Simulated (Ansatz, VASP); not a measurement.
# Two plane-wave programs on Hf2BCl6

```xyz
9
Lattice="0.0000 4.3161 4.3161 4.3161 0.0000 4.3161 4.3161 4.3161 0.0000" Properties=species:S:1:pos:R:3 pbc="T T T"
Hf    2.1581    2.1581    2.1581
Hf    6.4742    6.4742    6.4742
B     0.0000    4.3161    4.3161
Cl    2.1233    4.3161    4.3161
Cl    6.5090    4.3161    4.3161
Cl    4.3161    2.1233    4.3161
Cl    4.3161    6.5090    4.3161
Cl    4.3161    4.3161    2.1233
Cl    4.3161    4.3161    6.5090
```

Alike in both runs: task single point; functional PBE; k mesh 4 × 4 × 4; occupations gaussian, width 0.2 eV; no spin polarisation.

|  | VASP | Ansatz |
| --- | --- | --- |
| version | VASP 6.6.1 | Ansatz 0.2.0 |
| potentials or method | VASP PAW PBE potentials, release 64 (Hf_pv, B, Cl), cutoff 520 eV | scalar-relativistic, plane waves, PAW |
| valence electrons in the cell | 65 | 97 |

Ansatz gave:

| Quantity | Value |
| --- | --- |
| gap on the k mesh at the Fermi level (eV) | none |
| pressure (GPa) | 0.2 |
| rms of the force components (eV/Å) | 0.011 |

**Question.** What did VASP give for the same quantities?

**Answer.** gap on the k mesh at the Fermi level (eV): none; pressure (GPa): -0.2; rms of the force components (eV/Å): 0.005.

Atom by atom the forces differ by 0.006 eV/Å (rms over components). A gap of «none» marks a metal or a gap that the smearing closes. VASP's potentials hold 65 valence electrons a cell and Ansatz's 97, so a difference there can come from the potentials and not from the codes.

Neither program's run includes spin-orbit coupling.
